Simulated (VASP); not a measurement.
Wanted: the native input for a VASP 6.6.1 run.

```yaml
Task: single point
Functional: LDA
Potentials_or_basis: VASP PAW LDA potentials, release 64 (Sr_sv, C)
Cutoff: 520 eV
k_mesh: 9 × 9 × 9
Occupations: gaussian, width 0.05 eV
Spin: no spin polarisation
Dipole_correction: no
Further_INCAR_settings: ALGO = Normal; EDIFF = 1e-07; NBANDS = 16
```

The structure of SrC2 lies in POSCAR:

```
SrC2
1.0
    2.5173255999      1.4533786128      2.2143958931
   -2.5173255999      1.4533786128      2.2143958931
    0.0000000000     -2.9067572255      2.2143958932
Sr C
1 2
Direct
    0.0000000000      0.0000000000      0.0000000000
    0.5915580000      0.5915580000      0.5915580000
    0.4084420000      0.4084420000      0.4084420000
```

This cell differs from its parent crystal: strain +0.000 along x and y, -0.040 along z.

These files were run (other wordings do the same):

INCAR

```
  PREC = Accurate
  ENCUT = 520
  EDIFF = 1E-7
  ISMEAR = 0
  SIGMA = 0.05
  LREAL = False
  LASPH = True
  NELM = 100
  ALGO = Normal
  ISIF = 2
  LWAVE = False
  LCHARG = False
  GGA = CA
  NBANDS = 16
```

KPOINTS

```
regular mesh
0
Gamma
  9 9 9
```

Potentials or basis: VASP PAW LDA potentials, release 64 (Sr_sv, C).

Run with:

```console
$ cat potpaw_LDA.64/Sr_sv/POTCAR potpaw_LDA.64/C/POTCAR > POTCAR
$ mpirun -np 1 vasp_std > vasp.out
```

It gave:

```json
{
 "Pressure": "2.8 GPa",
 "Largest force": "3.502 eV/Å",
 "Band gap on the k mesh": "1.56 eV, indirect (least direct gap 2.59 eV)"
}
```

Caveat: the cell differs from its parent crystal (strain +0.000 along x and y, -0.040 along z); forces of over 1 eV/Å act on the atoms, so gaps and moduli don't describe the material at rest.

Wall time 31 s on 1 thread of Intel(R) Xeon(R) Platinum 8488C (Sapphire Rapids), on a shared host, peak memory 0.18 GiB.
